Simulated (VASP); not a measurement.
Here is a VASP 6.6.1 calculation.

INCAR

```
PREC = Accurate
ENCUT = 600
EDIFF = 1E-6
ISMEAR = 0
SIGMA = 0.1
LREAL = False
LASPH = True
NELM = 120
ALGO = Normal
ISIF = 2
LWAVE = False
LCHARG = False
GGA = PE
NBANDS = 21
GGA_COMPAT = False
```

File KPOINTS:

```
Automatic mesh
0
Gamma
  6 6 4
```

POSCAR

```
MgBe2SO2
1.0
    3.6824920400      0.0000000000      0.0000000000
    0.0000000000      3.6824920400      0.0000000000
    0.0000000000      0.0000000000      5.2880065000
Mg Be S O
1 2 1 2
Direct
    0.5000000000      0.5000000000      0.5000000000
    0.0000000000      0.5000000000      0.0000000000
    0.5000000000      0.0000000000      0.0000000000
    0.5000000000      0.5000000000      0.0000000000
    0.0000000000      0.5000000000      0.5000000000
    0.5000000000      0.0000000000      0.5000000000
```

Potentials or basis: VASP PAW PBE potentials, release 64 (Mg, Be, S, O).

The run is started by

```bash
$ cat potpaw_PBE.64/Mg/POTCAR potpaw_PBE.64/Be/POTCAR potpaw_PBE.64/S/POTCAR potpaw_PBE.64/O/POTCAR > POTCAR
$ mpirun -np 1 vasp_std > vasp.out
```

What does it give for the band gap on the k mesh?

Zero (bands 12 and 13 overlap by 0.39 eV).

Estimate the pressure.

18.7 GPa.

Stress tensor (GPa, compression positive):
```
 33.77   0.00   0.00
  0.00  33.77   0.00
  0.00   0.00 -11.39
```

Caveat: the cell stands under pressure; semilocal functionals underestimate gaps, so a narrow gap can read as zero.
